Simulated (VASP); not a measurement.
Input of a VASP 6.6.1 run:

File POSCAR:

```
Cs
1.0
    0.0000000000      3.9218360440      3.9218360440
    3.9218360440      0.0000000000      3.9218360440
    3.9218360440      3.9218360440      0.0000000000
Cs
1
Direct
    0.0000000000      0.0000000000      0.0000000000
```

The input INCAR.step1:

```
SYSTEM = Cs
PREC = Accurate
ENCUT = 520
ISMEAR = -1
SIGMA = 0.05
LREAL = .False.
LASPH = .True.
NELM = 80
NBANDS = 10
GGA = PE
ALGO = Normal
EDIFF = 1E-4
LWAVE = .True.
LCHARG = .False.
```

File INCAR.step2:

```
SYSTEM = Cs
PREC = Accurate
ENCUT = 520
EDIFF = 1E-7
ISMEAR = -1
SIGMA = 0.05
LREAL = .False.
LASPH = .True.
NELM = 80
ALGO = Normal
ISIF = 2
LWAVE = .False.
LCHARG = .False.
METAGGA = R2SCAN
LMIXTAU = .True.
NBANDS = 10
ISTART = 1
```

The input KPOINTS:

```
Automatic mesh
0
Gamma
  6 6 6
  0 0 0
```

Potentials or basis: VASP PAW PBE potentials, release 64 (Cs_sv).

Launch:

```sh
$ cat potpaw_PBE.64/Cs_sv/POTCAR > POTCAR
$ cp INCAR.step1 INCAR
$ mpirun -np 1 vasp_std > vasp.out
$ cp INCAR.step2 INCAR
$ mpirun -np 1 vasp_std > vasp.out
```

(1) Estimate the band gap on the k mesh.

(2) Predict the pressure.

Results:

(1) zero (an odd number of electrons rules out a gap without spin polarisation).

(2) 0.1 GPa.

Caveat: the PAW data sets were made with another functional, which shifts forces and pressure a little; spin-orbit coupling is left out, which moves the levels of the heavy elements.
